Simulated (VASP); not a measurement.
# Be (P6/mmm) in VASP: a series of runs, part 2 of 2

VASP 6.6.1. Earlier steps stand in the parts before.

### Step 3. Relaxation of cell and atoms, LDA, target pressure 160 GPa, at which the enthalpy is minimised

This run uses another cell than the first one, of 4.79 Å³/atom, 1.048 times its volume.

File INCAR:

```
SYSTEM = Be
PREC = Accurate ; ENCUT = 600
EDIFF = 1E-6 ; ISMEAR = -1
SIGMA = 0.05 ; LREAL = .FALSE.
LASPH = .TRUE. ; NELM = 60
ALGO = Normal ; ISIF = 3
LWAVE = .FALSE. ; LCHARG = .FALSE.
IBRION = 2 ; NSW = 32
EDIFFG = -0.005 ; PSTRESS = 1600.0
```

File KPOINTS:

```
Automatic mesh
0
G
  24 24 22
  0 0 0
```

File POSCAR:

```
Be
1.0
    1.7803143617      0.0000000000      0.0000000000
   -0.8901571809      1.5417974640      0.0000000000
    0.0000000000      0.0000000000      1.7444106335
Be
1
Direct
    0.0000000000      0.0000000000      0.0000000000
```

Potentials or basis: VASP PAW LDA potentials, release 64 (Be).

The run is started by

```sh
cat potpaw_LDA.64/Be/POTCAR > POTCAR
mpirun -np 1 vasp_std > vasp.out
```

OUTCAR:

```text
SYSTEM = Be
   PREC = Accurate
   ENCUT = 600
   EDIFF = 1E-6
   ISMEAR = -1
   LREAL = .FALSE.
   LASPH = .TRUE.
   NELM = 60
   ISIF = 3
   IBRION = 2
   NSW = 32
   EDIFFG = -0.005
   PSTRESS = 1600.0

 ion  position               nearest neighbor table
   1  0.000  0.000  0.000-

  LATTYP: Found a hexagonal cell.
 ALAT       =     1.7803143617
 C/A-ratio  =     0.9798329278

  Lattice vectors:

 A1 = (   1.7803143617,   0.0000000000,   0.0000000000)
 A2 = (  -0.8901571809,   1.5417974640,   0.0000000000)
 A3 = (   0.0000000000,   0.0000000000,   1.7444106335)

Analysis of symmetry for initial positions (statically):
=====================================================================
 Subroutine PRICEL returns:
 Original cell was already a primitive cell.

 Routine SETGRP: Setting up the symmetry group for a
 hexagonal supercell.

 Subroutine GETGRP returns: Found 24 space group operations
 (whereof 24 operations were pure point group operations)
 out of a pool of 24 trial point group operations.

The static configuration has the point symmetry D_6h.

Analysis of symmetry for dynamics (positions and initial velocities):
=====================================================================
 Subroutine PRICEL returns:
 Original cell was already a primitive cell.

 Routine SETGRP: Setting up the symmetry group for a
 hexagonal supercell.

 Subroutine GETGRP returns: Found 24 space group operations
 (whereof 24 operations were pure point group operations)
 out of a pool of 24 trial point group operations.

The dynamic configuration has the point symmetry D_6h.

 Subroutine INISYM returns: Found 24 space group operations
 (whereof 24 operations are pure point group operations),
 and found     1 'primitive' translations

[... 113 lines left out ...]
  volume/ion in A,a.u.               =       4.79        32.31
  Fermi-wavevector in a.u.,A,eV,Ry     =   1.223753  2.312559 20.375709  1.497572
  Thomas-Fermi vector in A             =   2.358853
   LORBIT       =      0    0 simple, 1 ext, 2 COOP (PROOUT), +10 PAW based schemes
   GGA     = CA    functional components
   LHFCALC =     F    Hartree Fock is set to
   AEXX    =    0.0000 exact exchange contribution
   IVDW    =     0    specifies the selected vdW correction
   LEPSILON=     F    determine dielectric tensor
   LRPA    =     F    only Hartree local field effects (RPA)
 conjugate gradient relaxation of ions
 non-spin polarized calculation
  energy-cutoff  :      600.00
  volume of cell :        4.79
 maximum number of plane-waves:       175
   NGX =  7   NGY =  7   NGZ =  7

--------------------------------------- Ionic step        1  -------------------------------------------

 number of electron       2.0000000 magnetization

 Free energy of the ion-electron system (eV)
  ---------------------------------------------------
  ext. energy  EPLUGINS =         0.00000000
  ---------------------------------------------------
  free energy    TOTEN  =        -2.26937795 eV

  energy without entropy =       -2.26739210  energy(sigma->0) =       -2.26838502

------------------------ aborting loop because EDIFF is reached ----------------------------------------

  FORCE on cell =-STRESS in cart. coord.  units (eV):
  Direction    XX          YY          ZZ          XY          YZ          ZX
  --------------------------------------------------------------------------------------
  -------------------------------------------------------------------------------------
  Total        4.8344602      4.8344602      4.8213521     -0.0000000     -0.0000000     -0.0000000
  in kB     1617.6547110   1617.6547110   1613.2686037     -0.0000001     -0.0000000     -0.0000000
  external PRESSURE =      16.1926752 kB  Pullay stress =    1600.0000000 kB
[... 98 lines left out ...]
--------------------------------------- Ionic step        4  -------------------------------------------

 number of electron       2.0000000 magnetization

 Free energy of the ion-electron system (eV)
  ---------------------------------------------------
  ext. energy  EPLUGINS =         0.00000000
  ---------------------------------------------------
  free energy    TOTEN  =        -2.28456599 eV

  energy without entropy =       -2.28258770  energy(sigma->0) =       -2.28357685

 E-fermi :  12.3592     XC(G=0): -12.3795

 val. band max:       12.3500806343   @ k =   0.4583   0.0417   0.4545
 cond. band min:      12.3724815665   @ k =   0.3750   0.1250   0.4545
 fundamental gap:      0.0224009322
 Fermi energy:        12.3592285714

 k-point     1 :       0.0000    0.0000    0.0000
  band No.  band energies     occupation
      1      -2.2118      2.00000
      2      32.0700      0.00000
      3      40.3157      0.00000
      4      40.3157      0.00000
      5      41.0394      0.00000
[... 177 lines left out ...]
 k-point    24 :       0.4583    0.0417    0.0000
  band No.  band energies     occupation
      1       4.3175      2.00000
      2      14.6933      0.00000
      3      29.5647      0.00000
      4      41.5761      0.00000
      5      41.9581      0.00000

 [... further k-points ...]
[... 5 lines left out ...]
  --------------------------------------------------------------------------------------
  -------------------------------------------------------------------------------------
  Total        4.7967870      4.7967870      4.7970693     -0.0000000     -0.0000000      0.0000000
  in kB     1599.9919824   1599.9919826   1600.0861474     -0.0000001     -0.0000000      0.0000000
  external PRESSURE =       0.0233708 kB  Pullay stress =    1600.0000000 kB
[... 20 lines left out ...]
  energy  without entropy=       -2.2825877000  energy(sigma->0) =       -2.28357685

  enthalpy is  TOTEN    =         2.5122450155 eV   P V=        4.7968110070

 reached required accuracy - stopping structural energy minimisation
```

OSZICAR:

```text
N       E                     dE             d eps       ncg     rms          rms(c)
DAV:   1    -0.163019221648E+00   -0.16302E+00   -0.15088E+03  8205   0.401E+02
DAV:   2    -0.240465045019E+01   -0.22416E+01   -0.20819E+01  9890   0.445E+01
DAV:   3    -0.240801496526E+01   -0.33645E-02   -0.33637E-02  8640   0.174E+00
[... 18 lines left out ...]
DAV:   4    -0.228368947752E+01    0.15371E-07   -0.32575E-09  3680   0.794E-04
   3 F= 0.25122471E+01 E0= 0.25132402E+01  d E =-.729792E-04
       N       E                     dE             d eps       ncg     rms          rms(c)
DAV:   1    -0.228456633715E+01   -0.87684E-03   -0.34164E-05  8580   0.358E-02    0.487E-03
DAV:   2    -0.228456599152E+01    0.34563E-06   -0.21837E-07  6355   0.354E-03
   4 F= 0.25122450E+01 E0= 0.25132342E+01  d E =-.209904E-05
```

Run time: 7.6 s. Hardware: 1 thread of Intel Xeon 6975P-C (Granite Rapids), shared host; peak memory 0.12 GiB.

What came out:

```
Free energy                                            : -2.2846 eV
Relaxed volume                                         : 4.80 Å³/atom
Relaxed cell                                           : a = 1.782 Å, b = 1.782 Å, c = 1.747 Å, α = 90.00°, β = 90.00°, γ = 120.00°
Space group after relaxing (to 0.05 Å)                 : P6/mmm (No. 191)
Energy change on relaxing (the enthalpy is what falls) : -15.2 meV/atom
Ionic steps                                            : 4
Pressure after relaxing                                : 160.0 GPa
Band gap on the k mesh                                 : zero (band 1 reaches 17.73 eV, above the bottom of band 2 at 9.45 eV)
```

Step by step:
| step | energy change (eV) | largest force (eV/Å) | pressure (GPa) | volume (Å³) |
| --- | --- | --- | --- | --- |
| 1 | 0.0000 | 0.0000 | 161.62 | 4.79 |
| 2 | -0.0335 | 0.0000 | 157.88 | 4.82 |
| 3 | -0.0143 | 0.0000 | 160.02 | 4.80 |
| 4 | -0.0152 | 0.0000 | 160.00 | 4.80 |

Final structure:
```xyz
1
Lattice="1.7820 0.0000 0.0000 -0.8910 1.5433 0.0000 0.0000 0.0000 1.7465" Properties=species:S:1:pos:R:3 pbc="T T T"
Be    0.8910    1.5433    1.7465
```

Caveat: the cell is relaxed towards a set pressure, so the enthalpy falls and the energy may rise.

### Step 4. Single point, LDA

This run uses another cell than the first one, of 4.79 Å³/atom, 1.048 times its volume.

File INCAR:

```
SYSTEM = Be
  PREC = Accurate
  ENCUT = 520
  EDIFF = 1E-6
  ISMEAR = -1
  SIGMA = 0.05
  LREAL = .False.
  LASPH = .True.
  NELM = 60
  ALGO = Normal
  ISIF = 2
  LWAVE = .False.
  LCHARG = .False.
  GGA = CA
  NBANDS = 7
```

File KPOINTS:

```
regular mesh
0
Gamma
  24 24 22
  0 0 0
```

POSCAR is that of step 3.

Potentials or basis: VASP PAW LDA potentials, release 64 (Be).

The run is started by

```sh
cat potpaw_LDA.64/Be/POTCAR > POTCAR
mpirun -np 1 vasp_std > vasp.out
```

OUTCAR:

```text
SYSTEM = Be
   PREC = Accurate
   ENCUT = 520
   EDIFF = 1E-6
   ISMEAR = -1
   LREAL = .False.
   LASPH = .True.
   NELM = 60
   ISIF = 2
   GGA = CA

 ion  position               nearest neighbor table
   1  0.000  0.000  0.000-

  LATTYP: Found a hexagonal cell.
 ALAT       =     1.7803143617
 C/A-ratio  =     0.9798329278

  Lattice vectors:

 A1 = (   1.7803143617,   0.0000000000,   0.0000000000)
 A2 = (  -0.8901571809,   1.5417974640,   0.0000000000)
 A3 = (   0.0000000000,   0.0000000000,   1.7444106335)
[... 410 lines left out ...]
 k-point    24 :       0.4583    0.0417    0.0000
  band No.  band energies     occupation
      1       4.3349      2.00000
      2      14.7455      0.00000
      3      29.6378      0.00000
      4      41.6948      0.00000
      5      42.0545      0.00000
      6      53.5900      0.00000
      7      55.5717      0.00000

 [... further k-points ...]
[... 5 lines left out ...]
  --------------------------------------------------------------------------------------
  -------------------------------------------------------------------------------------
  Total        4.8335772      4.8335772      4.8206403     -0.0000000     -0.0000000      0.0000000
  in kB     1617.3592477   1617.3592478   1613.0304380     -0.0000001     -0.0000000      0.0000000
  external PRESSURE =    1615.9163112 kB  Pullay stress =       0.0000000 kB

 VOLUME and BASIS-vectors are now :
 -----------------------------------------------------------------------------
  energy-cutoff  :      520.00
  volume of cell :        4.79
      direct lattice vectors                 reciprocal lattice vectors
     1.780314362  0.000000000  0.000000000     0.561698553  0.324296811  0.000000000
    -0.890157181  1.541797464  0.000000000     0.000000000  0.648593621  0.000000000
     0.000000000  0.000000000  1.744410634     0.000000000  0.000000000  0.573259519

 POSITION                                       TOTAL-FORCE (eV/Angst)
 -----------------------------------------------------------------------------------
      0.00000      0.00000      0.00000        -0.000000      0.000000      0.000000
 -----------------------------------------------------------------------------------
    total drift:                                0.000000      0.000000      0.000000

  FREE ENERGIE OF THE ION-ELECTRON SYSTEM (eV)
  ---------------------------------------------------
  free  energy   TOTEN  =        -2.2692942215 eV

  energy  without entropy=       -2.2673083924  energy(sigma->0) =       -2.26830131
```

OSZICAR:

```text
N       E                     dE             d eps       ncg     rms          rms(c)
DAV:   1    -0.135492690223E+01   -0.13549E+01   -0.14270E+03 12229   0.256E+02
DAV:   2    -0.240735417959E+01   -0.10524E+01   -0.10164E+01 13531   0.239E+01
DAV:   3    -0.240790195234E+01   -0.54777E-03   -0.54772E-03 11900   0.533E-01
DAV:   4    -0.240790196939E+01   -0.17051E-07   -0.17706E-07 14504   0.282E-03
DAV:   5    -0.240790197114E+01   -0.17518E-08   -0.77032E-12 11907   0.888E-06    0.160E+00
DAV:   6    -0.230782717711E+01    0.10007E+00   -0.12999E-02 11249   0.713E-01    0.954E-01
DAV:   7    -0.226953995482E+01    0.38287E-01   -0.13818E-02 11998   0.720E-01    0.125E-01
DAV:   8    -0.226929819091E+01    0.24176E-03   -0.59179E-05 12124   0.645E-02    0.155E-02
DAV:   9    -0.226929450084E+01    0.36901E-05   -0.36550E-06 11599   0.742E-03    0.242E-03
DAV:  10    -0.226929422148E+01    0.27936E-06   -0.10067E-07  6027   0.194E-03
   1 F= -.22692942E+01 E0= -.22683013E+01  d E =-.198583E-02
```

Wall time 5.7 s (1 thread of Intel Xeon Platinum 8559C (Emerald Rapids), shared host); peak memory 0.12 GiB.

Results:

```yaml
Free_energy: -2.2693 eV
Pressure: 161.6 GPa
Band_gap_on_the_k_mesh: zero (band 1 reaches 17.77 eV, above the bottom of band 2 at 9.48 eV)
```

Levels at points of the mesh, in eV from the Fermi level:
```tsv
k point	band 1	band 2	band 3	band 4
(0.00, 0.00, 0.00)	-14.59	19.76	28.01	28.01
(0.50, 0.00, 0.00)	-8.08	2.28	17.83	28.79
(0.00, 0.00, 0.50)	-10.07	-0.93	33.40	33.40
(0.50, 0.00, 0.50)	0.41	2.42	9.16	16.99
```

### Step 5. Single point, LDA

This run uses another cell than the first one, of 4.79 Å³/atom, 1.047 times its volume.

File INCAR:

```
PREC = Accurate
ENCUT = 520
EDIFF = 1E-6
ISMEAR = -1
SIGMA = 0.05
LREAL = False
LASPH = True
NELM = 100
ALGO = Normal
ISIF = 2
LWAVE = False
LCHARG = False
NBANDS = 7
```

File KPOINTS:

```
regular mesh
0
Gamma
  24 24 22
```

File POSCAR:

```
Be
1.0
    1.7802265872      0.0000000000      0.0000000000
   -0.8901132936      1.5417214490      0.0000000000
    0.0000000000      0.0000000000      1.7434187722
Be
1
Direct
    0.0000000000      0.0000000000      0.0000000000
```

The run is started by

```sh
cat potpaw_LDA.64/Be/POTCAR > POTCAR
mpirun -np 1 vasp_std > vasp.out
```

Run time: 5.6 s. Hardware: 1 thread of Intel Xeon Platinum 8559C (Emerald Rapids), shared host; peak memory 0.12 GiB.

The run converged. Its results:

```yaml
Free_energy: -2.2661 eV
Pressure: 161.9 GPa
Band_gap_on_the_k_mesh: zero (band 1 reaches 17.78 eV, above the bottom of band 2 at 9.48 eV)
```

Stress tensor (GPa, compression positive):
```
161.90   0.00   0.00
  0.00 161.90   0.00
  0.00   0.00 161.81
```

Levels at points of the mesh, in eV from the Fermi level:
| k point | band 1 | band 2 | band 3 | band 4 | band 5 |
| --- | --- | --- | --- | --- | --- |
| (0.00, 0.00, 0.00) | -14.60 | 19.80 | 28.00 | 28.00 | 28.77 |
| (0.50, 0.00, 0.00) | -8.09 | 2.28 | 17.82 | 28.79 | 29.36 |
| (0.00, 0.00, 0.50) | -10.08 | -0.92 | 33.41 | 33.41 | 45.59 |
| (0.50, 0.00, 0.50) | 0.41 | 2.41 | 9.16 | 17.00 | 24.45 |

### Step 6. The runs side by side

```tsv
task	cell	cutoff (eV)	gap on the mesh (eV)	pressure (GPa)
relaxation of cell and atoms	relaxed to 160 GPa from a = 1.777, b = 1.777, c = 1.671 Å, angles 90.0, 90.0, 120.0°, 1 atom	600	none	159.9
relaxation of cell and atoms	relaxed to 160 GPa from a = 1.780, b = 1.780, c = 1.744 Å, angles 90.0, 90.0, 120.0°, 1 atom	600	none	160.0
single point	a = 1.780, b = 1.780, c = 1.744 Å, angles 90.0, 90.0, 120.0°, 1 atom	520	none	161.6
single point	a = 1.780, b = 1.780, c = 1.743 Å, angles 90.0, 90.0, 120.0°, 1 atom	520	none	161.9
```

Alike in all rows: level LDA; potentials or basis VASP PAW LDA potentials, release 64 (Be); no spin polarisation; k mesh 24 × 24 × 22; smearing fermi-dirac 0.05 eV.

Caveats: the cell is relaxed towards a set pressure, so the enthalpy falls and the energy may rise (some runs).

Total energies depend on the potentials used, so only differences within one code and one set of settings carry meaning.
